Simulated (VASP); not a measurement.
## MgO: single point with r2SCAN

The system is MgO.

```
CELL_PARAMETERS angstrom
-0.66462 1.82771 1.82771
1.82771 -0.66462 1.82771
1.82771 1.82771 -0.66462
ATOMIC_POSITIONS crystal
Mg 0.00000 0.00000 0.00000
O 0.50000 0.50000 0.50000
```

This cell differs from its parent crystal: ratio of the length along [111] to the lengths across it x 0.6, volume and fractional coordinates fixed.

| Property | Result |
| --- | --- |
| Program | VASP 6.6.1 |
| Task | single point |
| Functional | r2SCAN |
| Potentials or basis | VASP PAW PBE potentials, release 64 (Mg_sv, O) |
| Cutoff | 920 eV |
| k mesh | 10 × 10 × 10 |
| Occupations | gaussian, width 0.05 eV |
| Spin | no spin polarisation |
| Dipole correction | no |
| Further INCAR settings | ALGO = Normal; EDIFF = 1e-06; NBANDS = 15 |

The pressure is -2.0 GPa and the band gap on the k mesh is 3.61 eV (least direct gap 3.79 eV).

Stress tensor (GPa, compression positive):
```
-2.01  9.61  9.61
 9.61 -2.01  9.61
 9.61  9.61 -2.01
```

Levels at points of the mesh, in eV from the valence-band top:
| k point | band 5 | band 6 | band 7 | band 8 | band 9 | band 10 | band 11 | band 12 |
| --- | --- | --- | --- | --- | --- | --- | --- | --- |
| (0.00, 0.00, 0.00) | -19.12 | -1.07 | -1.07 | -0.18 | 3.61 | 12.03 | 12.03 | 19.97 |
| (0.50, 0.00, 0.00) | -17.95 | -6.09 | -0.83 | -0.09 | 8.01 | 10.75 | 16.54 | 17.28 |
| (0.50, 0.50, 0.00) | -17.22 | -4.74 | -4.00 | 0.00 | 6.42 | 12.62 | 13.80 | 14.80 |
| (0.50, 0.50, 0.50) | -16.48 | -3.87 | -3.14 | -3.14 | 6.89 | 10.13 | 10.13 | 17.87 |

Run time: 2.6 min on 1 thread of Intel(R) Xeon(R) Platinum 8488C (Sapphire Rapids), with other jobs on the host, peak memory 0.2 GiB.

Caveat: the PAW data sets were made with another functional, which shifts forces and pressure a little. A k mesh can miss the band edges.
